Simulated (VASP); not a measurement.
Runs of VASP 6.6.1 on ZnNi. The structure is that of space group P4/mmm (No. 123), or close to it. The cells are those of the table. 

| task | cell | cutoff (eV) | smearing | gap on the mesh (eV) | pressure (GPa) | relaxed volume (Å³/atom) |
| --- | --- | --- | --- | --- | --- | --- |
| single point | a = 2.634, b = 2.634, c = 3.184 Å, 2 atoms | 520 | gaussian 0.1 eV | none | 1.1 | - |
| single point | a = 2.632, b = 2.632, c = 3.193 Å, 2 atoms | 520 | fermi-dirac 0.15 eV | none | 1.1 | - |
| relaxation of cell and atoms | relaxed from a = 2.634, b = 2.634, c = 3.184 Å, 2 atoms | 600 | fermi-dirac 0.15 eV | none | 0.0 | (a) |
| relaxation of cell and atoms | relaxed from a = 2.634, b = 2.634, c = 3.184 Å, 2 atoms | 600 | gaussian 0.1 eV | none | 0.0 | 11.10 |

Alike in all rows: level LDA; potentials or basis VASP PAW LDA potentials, release 64 (Zn, Ni); no spin polarisation; k mesh 16 × 16 × 14.

**Question.** Fill in the values left out.

**Answer.** (a) 11.11.

A gap of «none» marks levels without a gap at the run's occupations.
